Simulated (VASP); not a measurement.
# Sn (Fd-3m) in VASP: notebook

Runs on Sn. Level: LDA. Tasks: single point.

All numbers are computed with VASP 6.6.1; they aren't measurements. Logs are shortened: lines on timing, memory, paths and dates and some standing lists are left out, and cuts for length are marked.

**1. The cell of the first run**

It takes space group Fd-3m (No. 227, cubic). The conventional cell has a = 6.476 Å, b = 6.476 Å, c = 6.476 Å, α = 90.00°, β = 90.00°, γ = 90.00°. Sn (site symmetry -43m) has 4 Sn at 2.80 Å within 3.7 Å.

**2. Single point, LDA**

INCAR

```
  PREC = Accurate
  ENCUT = 520
  EDIFF = 1E-7
  ISMEAR = -1
  SIGMA = 0.01
  LREAL = False
  LASPH = True
  NELM = 100
  ALGO = Normal
  ISIF = 2
  LWAVE = False
  LCHARG = True
  LELF = True
  LVHAR = True
  NBANDS = 21
```

KPOINTS

```
Automatic mesh
0
Gamma
  9 9 9
```

POSCAR

```
Sn
1.0
    0.0000000000      3.2380799619      3.2380799619
    3.2380799619      0.0000000000      3.2380799619
    3.2380799619      3.2380799619      0.0000000000
Sn
2
Direct
    0.5000000000      0.5000000000      0.5000000000
    0.7500000000      0.7500000000      0.7500000000
```

Potentials or basis: VASP PAW LDA potentials, release 64 (Sn_d).

Run with:

```
$ cat potpaw_LDA.64/Sn_d/POTCAR > POTCAR
$ mpirun -np 1 vasp_std > vasp.out
```

OUTCAR:

```text
PREC = Accurate
   ENCUT = 520
   EDIFF = 1E-7
   ISMEAR = -1
   LREAL = False
   LASPH = True
   NELM = 100
   ISIF = 2

 ion  position               nearest neighbor table
   1  0.500  0.500  0.500-   2 2.80   2 2.80   2 2.80   2 2.80
   2  0.750  0.750  0.750-   1 2.80   1 2.80   1 2.80   1 2.80

  LATTYP: Found a face centered cubic cell.
 ALAT       =     6.4761599238

  Lattice vectors:

 A1 = (   0.0000000000,   3.2380799619,   3.2380799619)
 A2 = (   3.2380799619,   0.0000000000,   3.2380799619)
 A3 = (   3.2380799619,   3.2380799619,   0.0000000000)

Analysis of symmetry for initial positions (statically):
=====================================================================
 Subroutine PRICEL returns:
 Original cell was already a primitive cell.

 Routine SETGRP: Setting up the symmetry group for a
 face centered cubic supercell.

 Subroutine GETGRP returns: Found 48 space group operations
 (whereof 24 operations were pure point group operations)
 out of a pool of 48 trial point group operations.

The static configuration has the point symmetry T_d .
 The point group associated with its full space group is O_h .

Analysis of symmetry for dynamics (positions and initial velocities):
=====================================================================
 Subroutine PRICEL returns:
 Original cell was already a primitive cell.

 Routine SETGRP: Setting up the symmetry group for a
 face centered cubic supercell.

 Subroutine GETGRP returns: Found 48 space group operations
 (whereof 24 operations were pure point group operations)
 out of a pool of 48 trial point group operations.

The dynamic configuration has the point symmetry T_d .
 The point group associated with its full space group is O_h .

 Subroutine INISYM returns: Found 48 space group operations
 (whereof 24 operations are pure point group operations),
 and found     1 'primitive' translations

----------------------------------------------------------------------------------------

                                     Primitive cell

  volume of cell :      67.9036

  direct lattice vectors                    reciprocal lattice vectors
     0.000000000  3.238079962  3.238079962    -0.154412493  0.154412493  0.154412493
     3.238079962  0.000000000  3.238079962     0.154412493 -0.154412493  0.154412493
     3.238079962  3.238079962  0.000000000     0.154412493  0.154412493 -0.154412493

  length of vectors
     4.579336598  4.579336598  4.579336598     0.267450283  0.267450283  0.267450283

  position of ions in fractional coordinates (direct lattice)
     0.500000000  0.500000000  0.500000000
     0.750000000  0.750000000  0.750000000

  ion indices of the primitive-cell ions
   primitive index   ion index
                 1           1
                 2           2

----------------------------------------------------------------------------------------

 KPOINTS: Automatic mesh

Automatic generation of k-mesh.
 Grid dimensions read from file:
 generate k-points for:    9    9    9

 Generating k-lattice:

  Cartesian coordinates                     Fractional coordinates (reciprocal lattice)
    -0.017156944  0.017156944  0.017156944     0.111111111  0.000000000  0.000000000
     0.017156944 -0.017156944  0.017156944     0.000000000  0.111111111  0.000000000
     0.017156944  0.017156944 -0.017156944     0.000000000  0.000000000  0.111111111

  Length of vectors
     0.029716698  0.029716698  0.029716698

  Shift w.r.t. Gamma in fractional coordinates (k-lattice)
     0.000000000  0.000000000  0.000000000

 Subroutine IBZKPT returns following result:
 ===========================================

 Found     35 irreducible k-points:

 Following reciprocal coordinates:
            Coordinates               Weight
  0.000000  0.000000  0.000000      1.000000
  0.111111  0.000000  0.000000      8.000000
  0.222222  0.000000  0.000000      8.000000
  0.333333  0.000000  0.000000      8.000000
  0.444444  0.000000  0.000000      8.000000
  0.111111  0.111111  0.000000      6.000000
[... 16 lines left out ...]
 -0.333333  0.333333  0.000000     12.000000
  0.444444  0.444444  0.000000      6.000000
 [... further k-points ...]
   k-points           NKPTS =     35   k-points in BZ     NKDIM =     35   number of bands    NBANDS=     21
   number of dos      NEDOS =    301   number of ions     NIONS =      2
   total plane-waves  NPLWV =  46656
   dimension x,y,z NGX =    36 NGY =   36 NGZ =   36
   dimension x,y,z NGXF=    72 NGYF=   72 NGZF=   72
   ions per type =               2
   NGX,Y,Z   is equivalent  to a cutoff of  13.07, 13.07, 13.07 a.u.
   NGXF,Y,Z  is equivalent  to a cutoff of  26.14, 26.14, 26.14 a.u.
 SYSTEM =  unknown system
   PREC   = accura    normal or accurate (medium, high low for compatibility)
   ISTART =      0    job   : 0-new  1-cont  2-samecut
   ICHARG =      2    charge: 1-file 2-atom 10-const
   ISPIN  =      1    spin polarized calculation?
   LNONCOLLINEAR =      F non collinear calculations
   LSORBIT =      F    spin-orbit coupling
   LASPH  =      T    aspherical Exc in radial PAW
   ENCUT  =  520.0 eV  38.22 Ry    6.18 a.u.   8.51  8.51  8.51*2*pi/ulx,y,z
   NELM   =    100;   NELMIN=  2; NELMDL= -5     # of ELM steps
   EDIFF  = 0.1E-06   stopping-criterion for ELM
   LREAL  =      F    real-space projection
   EDIFFG = 0.1E-05   stopping-criterion for IOM
   NSW    =      0    number of steps for IOM
   IBRION =     -1    ionic relax: 0-MD 1-quasi-New 2-CG
   NFREE  =      0    steps in history (QN), initial steepest desc. (CG)
   ISIF   =      2    stress and relaxation
   ISYM   =      2    0-nonsym 1-usesym 2-fastsym
   POTIM  = 0.5000    time-step for ionic-motion
   TEBEG  =    0.0;   TEEND  =   0.0 temperature during run
   PSTRESS=    0.0 pullay stress
   NELECT =      28.0000    total number of electrons
   NUPDOWN=      -1.0000    fix difference up-down
   EMIN   =  10.00;   EMAX   =-10.00  energy-range for DOS
   EFERMI =   0.00;   METHOD = LEGACY
   ISMEAR =    -1;   SIGMA  =   0.01  broadening in eV -4-tet -1-fermi 0-gaus
   EFERMI_NEDOS =   21; number of points for ismear=-14 and -15
   IALGO  =     38    algorithm
   IMIX   =      4    mixing-type and parameters
     AMIX     =   0.40;   BMIX     =  1.00
     AMIX_MAG =   1.60;   BMIX_MAG =  1.00
  volume/ion in A,a.u.               =      33.95       229.12
  Fermi-wavevector in a.u.,A,eV,Ry     =   1.218512  2.302654 20.201555  1.484772
  Thomas-Fermi vector in A             =   2.353796
   LORBIT       =      0    0 simple, 1 ext, 2 COOP (PROOUT), +10 PAW based schemes
   GGA     = CA    functional components
   LHFCALC =     F    Hartree Fock is set to
   AEXX    =    0.0000 exact exchange contribution
   IVDW    =     0    specifies the selected vdW correction
   LEPSILON=     F    determine dielectric tensor
   LRPA    =     F    only Hartree local field effects (RPA)
 non-spin polarized calculation
  energy-cutoff  :      520.00
  volume of cell :       67.90
 maximum number of plane-waves:      1853
 NGX is ok and might be reduce to    36
   NGX = 17   NGY = 17   NGZ = 17

 number of electron      28.0000006 magnetization

 Free energy of the ion-electron system (eV)
  ---------------------------------------------------
  ext. energy  EPLUGINS =         0.00000000
  ---------------------------------------------------
  free energy    TOTEN  =        -8.93742274 eV

  energy without entropy =       -8.93729531  energy(sigma->0) =       -8.93735903

 E-fermi :   5.3538     XC(G=0):  -9.2201

 val. band max:        5.2844953153   @ k =   0.1111   0.0000   0.0000
 cond. band min:       5.3647188311   @ k =   0.4444   0.0000   0.0000
 fundamental gap:      0.0802235157
 Fermi energy:         5.3538390940

 k-point     1 :       0.0000    0.0000    0.0000
  band No.  band energies     occupation
      1     -16.1915      2.00000
      2     -16.1915      2.00000
      3     -16.1915      2.00000
      4     -16.1292      2.00000
      5     -16.1292      2.00000
      6     -15.8118      2.00000
[... 13 lines left out ...]
     20      13.4887      0.00000
     21      13.4887      0.00000

 k-point     2 :       0.1111    0.0000    0.0000
  band No.  band energies     occupation
      1     -16.2007      2.00000
      2     -16.2007      2.00000
      3     -16.1884      2.00000
      4     -16.1163      2.00000
      5     -16.1163      2.00000
      6     -15.8310      2.00000
[... 13 lines left out ...]
     20      12.6320      0.00000
     21      12.6320      0.00000

 k-point     3 :       0.2222    0.0000    0.0000
  band No.  band energies     occupation
      1     -16.2148      2.00000
      2     -16.2148      2.00000
      3     -16.1805      2.00000
      4     -16.0936      2.00000
      5     -16.0936      2.00000
      6     -15.8520      2.00000
[... 13 lines left out ...]
     20      12.2919      0.00000
     21      12.2919      0.00000

 k-point     4 :       0.3333    0.0000    0.0000
  band No.  band energies     occupation
      1     -16.2242      2.00000
      2     -16.2242      2.00000
      3     -16.1712      2.00000
      4     -16.0760      2.00000
      5     -16.0760      2.00000
      6     -15.8659      2.00000
[... 13 lines left out ...]
     20      12.7849      0.00000
     21      12.7849      0.00000

 k-point     5 :       0.4444    0.0000    0.0000
  band No.  band energies     occupation
      1     -16.2282      2.00000
      2     -16.2282      2.00000
      3     -16.1648      2.00000
      4     -16.0678      2.00000
      5     -16.0678      2.00000
      6     -15.8716      2.00000
[... 13 lines left out ...]
     20      13.8788      0.00000
     21      13.8788      0.00000
[... 382 lines left out ...]
     20      14.7627      0.00000
     21      15.2563      0.00000

 k-point    22 :      -0.4444    0.3333    0.0000
  band No.  band energies     occupation
      1     -16.2634      2.00000
      2     -16.2433      2.00000
      3     -16.1124      2.00000
      4     -16.0216      2.00000
      5     -15.9960      2.00000
      6     -15.9569      2.00000
[... 13 lines left out ...]
     20      14.0304      0.00000
     21      15.7032      0.00000

 k-point    23 :      -0.3333    0.3333    0.0000
  band No.  band energies     occupation
      1     -16.2681      2.00000
      2     -16.2443      2.00000
      3     -16.1049      2.00000
      4     -16.0016      2.00000
      5     -15.9930      2.00000
      6     -15.9720      2.00000
[... 13 lines left out ...]
     20      12.8273      0.00000
     21      16.0329      0.00000

 k-point    24 :       0.4444    0.4444    0.0000
  band No.  band energies     occupation
      1     -16.2427      2.00000
      2     -16.2427      2.00000
      3     -16.1339      2.00000
      4     -16.0731      2.00000
      5     -15.9917      2.00000
      6     -15.9348      2.00000
[... 13 lines left out ...]
     20      15.2415      0.00000
     21      15.6981      0.00000

 [... further k-points ...]
[... 5 lines left out ...]
  --------------------------------------------------------------------------------------
  -------------------------------------------------------------------------------------
  Total       -0.0382226     -0.0382226     -0.0382226      0.0000000      0.0000000      0.0000000
  in kB       -0.9018572     -0.9018572     -0.9018572      0.0000000      0.0000000      0.0000000
  external PRESSURE =      -0.9018572 kB  Pullay stress =       0.0000000 kB

 VOLUME and BASIS-vectors are now :
 -----------------------------------------------------------------------------
  energy-cutoff  :      520.00
  volume of cell :       67.90
      direct lattice vectors                 reciprocal lattice vectors
     0.000000000  3.238079962  3.238079962    -0.154412493  0.154412493  0.154412493
     3.238079962  0.000000000  3.238079962     0.154412493 -0.154412493  0.154412493
     3.238079962  3.238079962  0.000000000     0.154412493  0.154412493 -0.154412493

 POSITION                                       TOTAL-FORCE (eV/Angst)
 -----------------------------------------------------------------------------------
      3.23808      3.23808      3.23808        -0.000000     -0.000000     -0.000000
      4.85712      4.85712      4.85712         0.000000      0.000000      0.000000
 -----------------------------------------------------------------------------------
    total drift:                                0.000000      0.000000      0.000000

  FREE ENERGIE OF THE ION-ELECTRON SYSTEM (eV)
  ---------------------------------------------------
  free  energy   TOTEN  =        -8.9374227380 eV

  energy  without entropy=       -8.9372953145  energy(sigma->0) =       -8.93735903
```

Wall time 64 s (1 thread of Intel Xeon 8259CL, shared host); peak memory 0.19 GiB.

Results:

```yaml
Free_energy: -8.9374 eV
Pressure: -0.1 GPa
Band_gap_on_the_k_mesh: zero (band 14 reaches 5.52 eV, above the bottom of band 15 at 5.36 eV)
```

Levels at points of the mesh, in eV from the Fermi level:
```
           k point  band 11  band 12  band 13  band 14  band 15  band 16  band 17  band 18
(0.00, 0.00, 0.00)   -10.61    -0.67     0.17     0.17     0.17     2.23     2.23     2.23
```

Caveat: spin-orbit coupling is left out, which moves the levels of the heavy elements.

**3. Single point, LDA**

INCAR

```
PREC = Accurate
ENCUT = 520
EDIFF = 1E-6
ISMEAR = -1
SIGMA = 0.03
LREAL = False
LASPH = True
NELM = 100
ALGO = Normal
ISIF = 2
LWAVE = False
LCHARG = False
NBANDS = 21
```

KPOINTS is that of step 2.

POSCAR is that of step 2.

Potentials or basis: VASP PAW LDA potentials, release 64 (Sn_d).

Run with:

```
$ cat potpaw_LDA.64/Sn_d/POTCAR > POTCAR
$ mpirun -np 1 vasp_std > vasp.out
```

Run time: 55 s. Hardware: 1 thread of Intel Xeon 8259CL, shared host; peak memory 0.19 GiB.

It converged, with:

| Quantity | Value |
| --- | --- |
| Free energy | -8.9379 eV |
| Pressure | 0.0 GPa |
| Band gap on the k mesh | zero (band 14 reaches 5.52 eV, above the bottom of band 15 at 5.36 eV) |

Levels at points of the mesh, in eV from the Fermi level:
| k point | band 11 | band 12 | band 13 | band 14 | band 15 | band 16 | band 17 | band 18 |
| --- | --- | --- | --- | --- | --- | --- | --- | --- |
| (0.00, 0.00, 0.00) | -10.61 | -0.68 | 0.16 | 0.16 | 0.16 | 2.22 | 2.22 | 2.22 |

Caveat: spin-orbit coupling is left out, which moves the levels of the heavy elements.
